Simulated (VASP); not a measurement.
# La (P6_3/mmc) in VASP: electric field gradients with PBE

Aim: the electric field gradients of La with PBE.

Program: VASP 6.6.1. These are calculated values, not measurements. Logs are shortened: lines on timing, memory, paths and dates and some standing lists are left out, and cuts for length are marked.

## Step 1: The cell of the first run

It takes space group P6_3/mmc (No. 194, hexagonal). Conventional cell: a = 3.770 Å, b = 3.770 Å, c = 12.159 Å, α = 90.00°, β = 90.00°, γ = 120.00°. La (site symmetry -3m) has 12 La at 3.74 to 3.77 Å within 4.9 Å. La (site symmetry -6m2) has 12 La at 3.74 to 3.77 Å within 4.9 Å.

## Step 2: Electric field gradients, PBE

Contents of INCAR:

```
PREC = Accurate
ENCUT = 520
EDIFF = 1E-8
ISMEAR = -1
SIGMA = 0.05
LREAL = F
LASPH = T
NELM = 100
ALGO = Normal
ISIF = 2
LWAVE = F
LCHARG = F
GGA = PE
LEFG = T
NBANDS = 78
```

Contents of KPOINTS:

```
regular mesh
0
Gamma
  5 5 2
```

Contents of POSCAR:

```
La
1.0
    5.6550000000      3.2649157723      0.0000000000
   -5.6550000000      3.2649157723      0.0000000000
    0.0000000000      0.0000000000     12.1590000000
La
12
Direct
    0.0000000000      0.0000000000      0.0000000000
    0.3333333333      0.6666666667      0.0000000000
    0.6666666667      0.3333333333      0.0000000000
    0.0000000000      0.0000000000      0.5000000000
    0.3333333333      0.6666666667      0.5000000000
    0.6666666667      0.3333333333      0.5000000000
    0.3333333333      0.3333333333      0.7500000000
    0.6666666667      0.0000000000      0.7500000000
    0.0000000000      0.6666666667      0.7500000000
    0.3333333333      0.0000000000      0.2500000000
    0.6666666667      0.6666666667      0.2500000000
    0.0000000000      0.3333333333      0.2500000000
```

Potentials or basis: VASP PAW PBE potentials, release 64 (La).

On the command line:

```sh
$ cat potpaw_PBE.64/La/POTCAR > POTCAR
$ mpirun -np 1 vasp_std > vasp.out
```

OUTCAR:

```text
PREC = Accurate
   ENCUT = 520
   EDIFF = 1E-8
   ISMEAR = -1
   LREAL = F
   LASPH = T
   NELM = 100
   ISIF = 2
   GGA = PE

 ion  position               nearest neighbor table
   1  0.000  0.000  0.000-
   2  0.333  0.667  0.000-
   3  0.667  0.333  0.000-
   4  0.000  0.000  0.500-
   5  0.333  0.667  0.500-
   6  0.667  0.333  0.500-
   7  0.333  0.333  0.750-
   8  0.667  0.000  0.750-
   9  0.000  0.667  0.750-
  10  0.333  0.000  0.250-
  11  0.667  0.667  0.250-
  12  0.000  0.333  0.250-
[... 7 lines left out ...]
 A1 = (   5.6550000000,   3.2649157723,   0.0000000000)
 A2 = (  -5.6550000000,   3.2649157723,   0.0000000000)
 A3 = (   0.0000000000,   0.0000000000,  12.1590000000)

Analysis of symmetry for initial positions (statically):
=====================================================================
 Subroutine PRICEL returns following result:

  LATTYP: Found a hexagonal cell.
 ALAT       =     3.7699999997
 C/A-ratio  =     3.2251989393

  Lattice vectors:

 A1 = (  -1.8849999992,  -3.2649157723,   0.0000000000)
 A2 = (   3.7699999996,   0.0000000000,   0.0000000000)
 A3 = (   0.0000000000,   0.0000000000,  12.1590000000)

   3 primitive cells build up your supercell.

 Routine SETGRP: Setting up the symmetry group for a
 hexagonal supercell.

 Subroutine GETGRP returns: Found 24 space group operations
 (whereof 12 operations were pure point group operations)
 out of a pool of 24 trial point group operations.

The static configuration has the point symmetry D_3d.
 The point group associated with its full space group is D_6h.

Analysis of symmetry for dynamics (positions and initial velocities):
=====================================================================
 Subroutine PRICEL returns following result:

  LATTYP: Found a hexagonal cell.
 ALAT       =     3.7699999997
 C/A-ratio  =     3.2251989393

  Lattice vectors:

 A1 = (  -1.8849999992,  -3.2649157723,   0.0000000000)
 A2 = (   3.7699999996,   0.0000000000,   0.0000000000)
 A3 = (   0.0000000000,   0.0000000000,  12.1590000000)

   3 primitive cells build up your supercell.

 Routine SETGRP: Setting up the symmetry group for a
 hexagonal supercell.

 Subroutine GETGRP returns: Found 24 space group operations
 (whereof 12 operations were pure point group operations)
 out of a pool of 24 trial point group operations.

The dynamic configuration has the point symmetry D_3d.
 The point group associated with its full space group is D_6h.

 Subroutine INISYM returns: Found 24 space group operations
 (whereof 12 operations are pure point group operations),
 and found     3 'primitive' translations

----------------------------------------------------------------------------------------

                                     Primitive cell

  volume of cell :     149.6619

  direct lattice vectors                    reciprocal lattice vectors
    -1.884999999 -3.264915772  0.000000000     0.000000000 -0.306286615  0.000000000
     3.770000000  0.000000000  0.000000000     0.265251989 -0.153143307  0.000000000
     0.000000000  0.000000000 12.159000000     0.000000000  0.000000000  0.082243606

  length of vectors
     3.770000000  3.770000000 12.159000000     0.306286615  0.306286615  0.082243606

  position of ions in fractional coordinates (direct lattice)
     0.000000000  0.000000000  0.000000000
     0.000000000  0.000000000  0.500000000
     0.333333333  0.666666667  0.750000000
     0.666666667  0.333333333  0.250000000

  ion indices of the primitive-cell ions
   primitive index   ion index
                 1           1
                 2           4
                 3           8
                 4          10

----------------------------------------------------------------------------------------

 KPOINTS: regular mesh

Automatic generation of k-mesh.
 Grid dimensions read from file:
 generate k-points for:    5    5    2

 Generating k-lattice:

  Cartesian coordinates                     Fractional coordinates (reciprocal lattice)
     0.017683466  0.030628661  0.000000000     0.200000000  0.000000000  0.000000000
[... 32 lines left out ...]
   NGX,Y,Z   is equivalent  to a cutoff of  12.73, 12.73, 12.31 a.u.
   NGXF,Y,Z  is equivalent  to a cutoff of  25.46, 25.46, 24.61 a.u.
 SYSTEM =  unknown system
   PREC   = accura    normal or accurate (medium, high low for compatibility)
   ISTART =      0    job   : 0-new  1-cont  2-samecut
   ICHARG =      2    charge: 1-file 2-atom 10-const
   ISPIN  =      1    spin polarized calculation?
   LNONCOLLINEAR =      F non collinear calculations
   LSORBIT =      F    spin-orbit coupling
   LASPH  =      T    aspherical Exc in radial PAW
   ENCUT  =  520.0 eV  38.22 Ry    6.18 a.u.  12.14 12.14 22.61*2*pi/ulx,y,z
   NELM   =    100;   NELMIN=  2; NELMDL= -5     # of ELM steps
   EDIFF  = 0.1E-07   stopping-criterion for ELM
   LREAL  =      F    real-space projection
   EDIFFG = 0.1E-06   stopping-criterion for IOM
   NSW    =      0    number of steps for IOM
   IBRION =     -1    ionic relax: 0-MD 1-quasi-New 2-CG
   NFREE  =      0    steps in history (QN), initial steepest desc. (CG)
   ISIF   =      2    stress and relaxation
   ISYM   =      2    0-nonsym 1-usesym 2-fastsym
   POTIM  = 0.5000    time-step for ionic-motion
   TEBEG  =    0.0;   TEEND  =   0.0 temperature during run
   PSTRESS=    0.0 pullay stress
   NELECT =     132.0000    total number of electrons
   NUPDOWN=      -1.0000    fix difference up-down
   EMIN   =  10.00;   EMAX   =-10.00  energy-range for DOS
   EFERMI =   0.00;   METHOD = LEGACY
   ISMEAR =    -1;   SIGMA  =   0.05  broadening in eV -4-tet -1-fermi 0-gaus
   EFERMI_NEDOS =   21; number of points for ismear=-14 and -15
   IALGO  =     38    algorithm
   IMIX   =      4    mixing-type and parameters
     AMIX     =   0.40;   BMIX     =  1.00
     AMIX_MAG =   1.60;   BMIX_MAG =  1.00
  volume/ion in A,a.u.               =      37.42       252.49
  Fermi-wavevector in a.u.,A,eV,Ry     =   1.088567  2.057094 16.122618  1.184979
  Thomas-Fermi vector in A             =   2.224752
   LORBIT       =      0    0 simple, 1 ext, 2 COOP (PROOUT), +10 PAW based schemes
   GGA     = PE    functional components
   LHFCALC =     F    Hartree Fock is set to
   AEXX    =    0.0000 exact exchange contribution
   IVDW    =     0    specifies the selected vdW correction
   LEPSILON=     F    determine dielectric tensor
   LRPA    =     F    only Hartree local field effects (RPA)
 non-spin polarized calculation
  energy-cutoff  :      520.00
  volume of cell :      448.99
 maximum number of plane-waves:     12109
 NGX is ok and might be reduce to    50
   NGX = 25   NGY = 25   NGZ = 45

 number of electron     131.9999999 magnetization

 Free energy of the ion-electron system (eV)
  ---------------------------------------------------
  ext. energy  EPLUGINS =         0.00000000
  ---------------------------------------------------
  free energy    TOTEN  =       -58.72349368 eV

  energy without entropy =      -58.55851920  energy(sigma->0) =      -58.64100644

 E-fermi :   7.7803     XC(G=0):  -9.5312

 val. band max:        7.7744749722   @ k =   0.2000   0.2000   0.5000
 cond. band min:       7.7959344355   @ k =   0.2000  -0.0000   0.0000
 fundamental gap:      0.0214594633
 Fermi energy:         7.7803152856

 k-point     1 :       0.0000    0.0000    0.0000
  band No.  band energies     occupation
      1     -25.0878      2.00000
      2     -24.9968      2.00000
      3     -24.9823      2.00000
      4     -24.8880      2.00000
      5     -24.8599      2.00000
      6     -24.8598      2.00000
[... 799 lines left out ...]
     77       9.0132      0.00000
     78       9.0175      0.00000

------------------------ aborting loop because EDIFF is reached ----------------------------------------

  FORCE on cell =-STRESS in cart. coord.  units (eV):
  Direction    XX          YY          ZZ          XY          YZ          ZX
  --------------------------------------------------------------------------------------
  -------------------------------------------------------------------------------------
  Total       -0.4519068     -0.4519068     -0.7463889      0.0000000     -0.0000000      0.0000000
  in kB       -1.6126014     -1.6126014     -2.6634424      0.0000000     -0.0000000      0.0000000
  external PRESSURE =      -1.9628817 kB  Pullay stress =       0.0000000 kB

 VOLUME and BASIS-vectors are now :
 -----------------------------------------------------------------------------
  energy-cutoff  :      520.00
  volume of cell :      448.99
      direct lattice vectors                 reciprocal lattice vectors
     5.655000000  3.264915772  0.000000000     0.088417330  0.153143307  0.000000000
    -5.655000000  3.264915772  0.000000000    -0.088417330  0.153143307  0.000000000
     0.000000000  0.000000000 12.159000000     0.000000000  0.000000000  0.082243606

 POSITION                                       TOTAL-FORCE (eV/Angst)
 -----------------------------------------------------------------------------------
      0.00000      0.00000      0.00000         0.000000     -0.000000      0.000000
     -1.88500      3.26492      0.00000         0.000000     -0.000000      0.000000
      1.88500      3.26492      0.00000        -0.000000     -0.000000      0.000000
      0.00000      0.00000      6.07950        -0.000000     -0.000000      0.000000
     -1.88500      3.26492      6.07950         0.000000     -0.000000      0.000000
      1.88500      3.26492      6.07950         0.000000     -0.000000      0.000000
      0.00000      2.17661      9.11925         0.000000      0.000000     -0.000000
      3.77000      2.17661      9.11925         0.000000     -0.000000      0.000000
     -3.77000      2.17661      9.11925         0.000000     -0.000000      0.000000
      1.88500      1.08831      3.03975         0.000000      0.000000     -0.000000
      0.00000      4.35322      3.03975         0.000000      0.000000      0.000000
     -1.88500      1.08831      3.03975        -0.000000     -0.000000     -0.000000
 -----------------------------------------------------------------------------------
    total drift:                                0.000000     -0.000000     -0.000000

  FREE ENERGIE OF THE ION-ELECTRON SYSTEM (eV)
  ---------------------------------------------------
  free  energy   TOTEN  =       -58.7234936812 eV

  energy  without entropy=      -58.5585192029  energy(sigma->0) =      -58.64100644

 Electric field gradients (V/A^2)
---------------------------------------------------------------------
 ion       V_xx      V_yy      V_zz      V_xy      V_xz      V_yz
---------------------------------------------------------------------
   1      -6.860    -6.861    13.721     0.000    -0.000     0.000
   2      -6.860    -6.860    13.721     0.000     0.000     0.000
   3      -6.860    -6.860    13.721     0.000     0.000     0.000
   4      -6.860    -6.861    13.721    -0.000    -0.000    -0.000
   5      -6.860    -6.860    13.721    -0.000     0.000    -0.000
   6      -6.860    -6.860    13.721    -0.000    -0.000    -0.000
   7     -13.805   -13.805    27.610    -0.000     0.000     0.000
   8     -13.805   -13.805    27.610     0.000     0.000     0.000
   9     -13.805   -13.805    27.610    -0.000    -0.000     0.000
  10     -13.805   -13.805    27.610     0.000    -0.000     0.000
  11     -13.805   -13.805    27.610     0.000     0.000     0.000
  12     -13.805   -13.805    27.610    -0.000     0.000    -0.000
---------------------------------------------------------------------

 Electric field gradients after diagonalization (V/A^2)
 (convention: |V_zz| > |V_xx| > |V_yy|)
----------------------------------------------------------------------
 ion       V_xx      V_yy      V_zz     asymmetry (V_yy - V_xx)/ V_zz
----------------------------------------------------------------------
   1      -6.861    -6.860    13.721       0.000
   2      -6.860    -6.860    13.721       0.000
   3      -6.860    -6.860    13.721       0.000
   4      -6.861    -6.860    13.721       0.000
   5      -6.860    -6.860    13.721       0.000
   6      -6.860    -6.860    13.721       0.000
   7     -13.805   -13.805    27.610       0.000
   8     -13.805   -13.804    27.610       0.000
   9     -13.805   -13.804    27.610       0.000
  10     -13.805   -13.804    27.610       0.000
  11     -13.805   -13.805    27.610       0.000
  12     -13.805   -13.804    27.610       0.000
----------------------------------------------------------------------

           NMR quadrupolar parameters

 Cq : quadrupolar parameter    Cq=e*Q*V_zz/h
 eta: asymmetry parameters     (V_yy - V_xx)/ V_zz
 Q  : nuclear electric quadrupole moment in mb (millibarn)
----------------------------------------------------------------------
 ion       Cq(MHz)       eta       Q (mb)
----------------------------------------------------------------------
   1       0.033       0.000       1.000
   2       0.033       0.000       1.000
   3       0.033       0.000       1.000
   4       0.033       0.000       1.000
   5       0.033       0.000       1.000
   6       0.033       0.000       1.000
   7       0.067       0.000       1.000
   8       0.067       0.000       1.000
   9       0.067       0.000       1.000
  10       0.067       0.000       1.000
  11       0.067       0.000       1.000
  12       0.067       0.000       1.000
----------------------------------------------------------------------
```

Wall time 18 min (1 thread of Intel Xeon Platinum 8488C (Sapphire Rapids), shared host); peak memory 0.64 GiB.

What came out:

```yaml
Free_energy: -58.7235 eV
Pressure: -0.2 GPa
Band_gap_on_the_k_mesh: zero (band 66 reaches 7.97 eV, above the bottom of band 67 at 7.61 eV)
```

Electric field gradients, principal values (V/Å²):
```
 atom    least   middle  greatest (by size)
 1 La   -6.860   -6.861              13.721
 2 La   -6.860   -6.860              13.721
 3 La   -6.860   -6.860              13.721
 4 La   -6.860   -6.861              13.721
 5 La   -6.860   -6.860              13.721
 6 La   -6.860   -6.860              13.721
 7 La  -13.805  -13.805              27.610
 8 La  -13.804  -13.805              27.610
 9 La  -13.804  -13.805              27.610
10 La  -13.804  -13.805              27.610
11 La  -13.805  -13.805              27.610
12 La  -13.804  -13.805              27.610
```

Caveat: without QUAD_EFG the Cq values of the log hold for a quadrupole moment of 1 mb, not for the nuclei; spin-orbit coupling is left out, which moves the levels of the heavy elements.
